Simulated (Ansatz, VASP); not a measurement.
Two plane-wave programs on Y

```
Y
1.0
     3.39805    0.00000    0.00000
     0.00000    3.39805    0.00000
     0.00000    0.00000    3.39805
Y
1
Direct
  0.00000 0.00000 0.00000
```

Alike in both runs: task single point; functional PBE; k mesh 11 × 11 × 11; occupations fermi-dirac, width 0.1 eV; no spin polarisation.

|  | VASP | Ansatz |
| --- | --- | --- |
| version | VASP 6.6.1 | Ansatz 0.2.0 |
| potentials or method | VASP PAW PBE potentials, release 64 (Y_sv), cutoff 520 eV | plane waves (420 eV) with PAW, scalar-relativistic |
| valence electrons in the cell | 11 | 11 |

|  | VASP | Ansatz | Ansatz less VASP |
| --- | --- | --- | --- |
| pressure (GPa) | -2.6 | -2.6 | +0.05 |

With one functional, cell and mesh, what is left measures potentials, basis and numerics.
